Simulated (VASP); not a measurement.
# Si (P1) in VASP: single point with PBE

Aim: the single point of Si with PBE.

All numbers are computed with VASP 6.6.1; they aren't measurements. Logs are shortened: lines on timing, memory, paths and dates and some standing lists are left out, and cuts for length are marked.

**1. The cell of the first run**

The typed cell holds 8 atoms: a = 5.431 Å, b = 5.431 Å, c = 5.431 Å, α = 90.00°, β = 90.00°, γ = 90.00°.

**2. Single point, PBE**

Contents of INCAR:

```
ALGO = Normal
EDIFF = 1E-6
ENCUT = 500
GGA = PE
GGA_COMPAT = False
ISIF = 2
ISMEAR = 0
LASPH = True
LCHARG = False
LREAL = False
LWAVE = False
NBANDS = 26
NELM = 120
PREC = Accurate
SIGMA = 0.01
```

Contents of KPOINTS:

```
k-points
0
Gamma
  1 1 1
```

Contents of POSCAR:

```
Si
1.0
    5.4310000000      0.0000000000      0.0000000000
    0.0000000000      5.4310000000      0.0000000000
    0.0000000000      0.0000000000      5.4310000000
Si
8
Direct
    0.0098960000     -0.0001340000     -0.0000400000
   -0.0001370000      0.4899630000      0.4998470000
    0.5000110000      0.0000270000      0.5149400000
    0.5001240000      0.4998130000      0.0001900000
    0.2499740000      0.2598660000      0.2499540000
    0.2499690000      0.7498030000      0.7400810000
    0.7600560000      0.2500370000      0.7500550000
    0.7501620000      0.7499930000      0.2500200000
```

Potentials or basis: VASP PAW PBE potentials, release 64 (Si).

The run is started by

```
> cat potpaw_PBE.64/Si/POTCAR > POTCAR
> mpirun -np 1 vasp_gam > vasp.out
```

OUTCAR:

```text
EDIFF = 1E-6
   ENCUT = 500
   GGA = PE
   ISIF = 2
   ISMEAR = 0
   LASPH = True
   LREAL = False
   NELM = 120
   PREC = Accurate

 ion  position               nearest neighbor table
   1  0.010  1.000  1.000-   7 2.35   6 2.35   5 2.35   8 2.38
   2  1.000  0.490  0.500-   7 2.29   5 2.29   6 2.35   8 2.38
   3  0.500  0.000  0.515-   6 2.28   7 2.34   8 2.40   5 2.43
   4  0.500  0.500  0.000-   5 2.32   8 2.35   7 2.38   6 2.38
   5  0.250  0.260  0.250-   2 2.29   4 2.32   1 2.35   3 2.43
   6  0.250  0.750  0.740-   3 2.28   1 2.35   2 2.35   4 2.38
   7  0.760  0.250  0.750-   2 2.29   3 2.34   1 2.35   4 2.38
   8  0.750  0.750  0.250-   4 2.35   2 2.38   1 2.38   3 2.40

  LATTYP: Found a simple cubic cell.
 ALAT       =     5.4310000000

  Lattice vectors:

 A1 = (   5.4310000000,   0.0000000000,   0.0000000000)
 A2 = (   0.0000000000,   5.4310000000,   0.0000000000)
 A3 = (   0.0000000000,   0.0000000000,   5.4310000000)

Analysis of symmetry for initial positions (statically):
=====================================================================
 Subroutine PRICEL returns:
 Original cell was already a primitive cell.

 Routine SETGRP: Setting up the symmetry group for a
 simple cubic supercell.

 Subroutine GETGRP returns: Found  1 space group operations
 (whereof  1 operations were pure point group operations)
 out of a pool of 48 trial point group operations.

The static configuration has the point symmetry C_1 .

Analysis of symmetry for dynamics (positions and initial velocities):
=====================================================================
 Subroutine PRICEL returns:
 Original cell was already a primitive cell.

 Routine SETGRP: Setting up the symmetry group for a
 simple cubic supercell.

 Subroutine GETGRP returns: Found  1 space group operations
 (whereof  1 operations were pure point group operations)
 out of a pool of 48 trial point group operations.

The dynamic configuration has the point symmetry C_1 .

 Subroutine INISYM returns: Found  1 space group operations
 (whereof  1 operations are pure point group operations),
 and found     1 'primitive' translations

----------------------------------------------------------------------------------------

                                     Primitive cell

  volume of cell :     160.1915

  direct lattice vectors                    reciprocal lattice vectors
     5.431000000  0.000000000  0.000000000     0.184128153  0.000000000  0.000000000
     0.000000000  5.431000000  0.000000000     0.000000000  0.184128153  0.000000000
     0.000000000  0.000000000  5.431000000     0.000000000  0.000000000  0.184128153

  length of vectors
     5.431000000  5.431000000  5.431000000     0.184128153  0.184128153  0.184128153

  position of ions in fractional coordinates (direct lattice)
     0.009896000  0.999866000  0.999960000
     0.999863000  0.489963000  0.499847000
     0.500011000  0.000027000  0.514940000
     0.500124000  0.499813000  0.000190000
     0.249974000  0.259866000  0.249954000
     0.249969000  0.749803000  0.740081000
     0.760056000  0.250037000  0.750055000
     0.750162000  0.749993000  0.250020000

  ion indices of the primitive-cell ions
   primitive index   ion index
                 1           1
                 2           2
                 3           3
                 4           4
                 5           5
                 6           6
                 7           7
                 8           8

----------------------------------------------------------------------------------------

 KPOINTS: k-points

Automatic generation of k-mesh.
 Grid dimensions read from file:
 generate k-points for:    1    1    1

 Generating k-lattice:

  Cartesian coordinates                     Fractional coordinates (reciprocal lattice)
     0.184128153  0.000000000  0.000000000     1.000000000  0.000000000  0.000000000
     0.000000000  0.184128153  0.000000000     0.000000000  1.000000000  0.000000000
     0.000000000  0.000000000  0.184128153     0.000000000  0.000000000  1.000000000

  Length of vectors
     0.184128153  0.184128153  0.184128153

  Shift w.r.t. Gamma in fractional coordinates (k-lattice)
     0.000000000  0.000000000  0.000000000

 Subroutine IBZKPT returns following result:
 ===========================================

 Found      1 irreducible k-points:

 Following reciprocal coordinates:
            Coordinates               Weight
  0.000000  0.000000  0.000000      1.000000
   k-points           NKPTS =      1   k-points in BZ     NKDIM =      1   number of bands    NBANDS=     26
   number of dos      NEDOS =    301   number of ions     NIONS =      8
   total plane-waves  NPLWV =  64000
   dimension x,y,z NGX =    40 NGY =   40 NGZ =   40
   dimension x,y,z NGXF=    80 NGYF=   80 NGZF=   80
   ions per type =               8
   NGX,Y,Z   is equivalent  to a cutoff of  12.24, 12.24, 12.24 a.u.
   NGXF,Y,Z  is equivalent  to a cutoff of  24.49, 24.49, 24.49 a.u.
 SYSTEM =  unknown system
   PREC   = accura    normal or accurate (medium, high low for compatibility)
   ISTART =      0    job   : 0-new  1-cont  2-samecut
   ICHARG =      2    charge: 1-file 2-atom 10-const
   ISPIN  =      1    spin polarized calculation?
   LNONCOLLINEAR =      F non collinear calculations
   LSORBIT =      F    spin-orbit coupling
   LASPH  =      T    aspherical Exc in radial PAW
   ENCUT  =  500.0 eV  36.75 Ry    6.06 a.u.   9.90  9.90  9.90*2*pi/ulx,y,z
   NELM   =    120;   NELMIN=  2; NELMDL= -5     # of ELM steps
   EDIFF  = 0.1E-05   stopping-criterion for ELM
   LREAL  =      F    real-space projection
   EDIFFG = 0.1E-04   stopping-criterion for IOM
   NSW    =      0    number of steps for IOM
   IBRION =     -1    ionic relax: 0-MD 1-quasi-New 2-CG
   NFREE  =      0    steps in history (QN), initial steepest desc. (CG)
   ISIF   =      2    stress and relaxation
   ISYM   =      2    0-nonsym 1-usesym 2-fastsym
   POTIM  = 0.5000    time-step for ionic-motion
   TEBEG  =    0.0;   TEEND  =   0.0 temperature during run
   PSTRESS=    0.0 pullay stress
   NELECT =      32.0000    total number of electrons
   NUPDOWN=      -1.0000    fix difference up-down
   EMIN   =  10.00;   EMAX   =-10.00  energy-range for DOS
   EFERMI =   0.00;   METHOD = LEGACY
   ISMEAR =     0;   SIGMA  =   0.01  broadening in eV -4-tet -1-fermi 0-gaus
   EFERMI_NEDOS =   21; number of points for ismear=-14 and -15
   IALGO  =     38    algorithm
   IMIX   =      4    mixing-type and parameters
     AMIX     =   0.40;   BMIX     =  1.00
     AMIX_MAG =   1.60;   BMIX_MAG =  1.00
  volume/ion in A,a.u.               =      20.02       135.13
  Fermi-wavevector in a.u.,A,eV,Ry     =   0.956999  1.808467 12.460868  0.915848
  Thomas-Fermi vector in A             =   2.085978
   LORBIT       =      0    0 simple, 1 ext, 2 COOP (PROOUT), +10 PAW based schemes
   GGA     = PE    functional components
   LHFCALC =     F    Hartree Fock is set to
   AEXX    =    0.0000 exact exchange contribution
   IVDW    =     0    specifies the selected vdW correction
   LEPSILON=     F    determine dielectric tensor
   LRPA    =     F    only Hartree local field effects (RPA)
 non-spin polarized calculation
 Gauss-broadening in eV      SIGMA  =   0.01
  energy-cutoff  :      500.00
  volume of cell :      160.19
 maximum number of plane-waves:      2034
 NGX is ok and might be reduce to    40
   NGX = 19   NGY = 19   NGZ = 19

 number of electron      32.0000003 magnetization

 Free energy of the ion-electron system (eV)
  ---------------------------------------------------
  ext. energy  EPLUGINS =         0.00000000
  ---------------------------------------------------
  free energy    TOTEN  =       -33.06768760 eV

  energy without entropy =      -33.06768760  energy(sigma->0) =      -33.06768760

 E-fermi :   6.3664     XC(G=0):  -9.1986

 val. band max:        6.3202653997   @ k =   0.0000   0.0000   0.0000
 cond. band min:       6.5888958951   @ k =   0.0000   0.0000   0.0000
 fundamental gap:      0.2686304955
 Fermi energy:         6.3663837706

 k-point     1 :       0.0000    0.0000    0.0000
  band No.  band energies     occupation
      1      -5.8858      2.00000
      2      -1.9238      2.00000
      3      -1.8380      2.00000
      4      -1.7390      2.00000
      5      -1.6769      2.00000
      6      -1.5958      2.00000
      7      -1.5256      2.00000
      8       3.1330      2.00000
      9       3.1464      2.00000
     10       3.2034      2.00000
     11       3.2459      2.00000
     12       3.2580      2.00000
     13       3.3126      2.00000
     14       5.9301      2.00000
     15       6.1460      2.00000
     16       6.3203      2.00000
     17       6.5889      0.00000
     18       6.6625      0.00000
     19       6.7225      0.00000
     20       6.7544      0.00000
     21       6.8305      0.00000
     22       6.8885      0.00000
     23       8.4631      0.00000
     24       8.5811      0.00000
     25       8.7064      0.00000
     26       9.5225      0.00000

------------------------ aborting loop because EDIFF is reached ----------------------------------------

  FORCE on cell =-STRESS in cart. coord.  units (eV):
  Direction    XX          YY          ZZ          XY          YZ          ZX
  --------------------------------------------------------------------------------------
  -------------------------------------------------------------------------------------
  Total       10.9147724     10.6082436     10.8076731      1.4644620     -0.0684813     -1.0648197
  in kB      109.1656126    106.0998229    108.0944443     14.6470203     -0.6849248    -10.6499425
  external PRESSURE =     107.7866266 kB  Pullay stress =       0.0000000 kB

 VOLUME and BASIS-vectors are now :
 -----------------------------------------------------------------------------
  energy-cutoff  :      500.00
  volume of cell :      160.19
      direct lattice vectors                 reciprocal lattice vectors
     5.431000000  0.000000000  0.000000000     0.184128153  0.000000000  0.000000000
     0.000000000  5.431000000  0.000000000     0.000000000  0.184128153  0.000000000
     0.000000000  0.000000000  5.431000000     0.000000000  0.000000000  0.184128153

 POSITION                                       TOTAL-FORCE (eV/Angst)
 -----------------------------------------------------------------------------------
      0.05375      5.43027      5.43078         0.175967     -0.078815      0.004214
      5.43026      2.66099      2.71467        -0.314780      0.856439     -0.581497
      2.71556      0.00015      2.79664         0.313222      0.734851     -0.863530
      2.71617      2.71448      0.00103         0.207245      0.364833     -0.735346
      1.35761      1.41133      1.35750         0.490066     -0.783031      0.377166
      1.35758      4.07218      4.01938        -0.428592     -0.931655      0.535327
      4.12786      1.35795      4.07355        -0.230860     -0.319438      0.938613
      4.07413      4.07321      1.35786        -0.212268      0.156815      0.325053
 -----------------------------------------------------------------------------------
    total drift:                                0.000039      0.000008     -0.000025

  FREE ENERGIE OF THE ION-ELECTRON SYSTEM (eV)
  ---------------------------------------------------
  free  energy   TOTEN  =       -33.0676876046 eV

  energy  without entropy=      -33.0676876045  energy(sigma->0) =      -33.06768760
```

It took 16 s on 1 thread of AMD EPYC 9R45, shared host; peak memory 0.18 GiB.

What came out:

```
Free energy            : -33.0677 eV
Pressure               : 10.8 GPa
Largest force          : 1.176 eV/Å
Band gap on the k mesh : 0.27 eV
```

Forces in eV/Å, atoms in the order of the input:
```
Si   0.176 -0.079  0.004
Si  -0.315  0.856 -0.581
Si   0.313  0.735 -0.864
Si   0.207  0.365 -0.735
Si   0.490 -0.783  0.377
Si  -0.429 -0.932  0.535
Si  -0.231 -0.319  0.939
Si  -0.212  0.157  0.325
```

Caveat: the k points lie up to 1.16 Å⁻¹ apart; forces of over 1 eV/Å act on the atoms, so gaps and moduli don't describe the material at rest. A k mesh can miss the band edges.
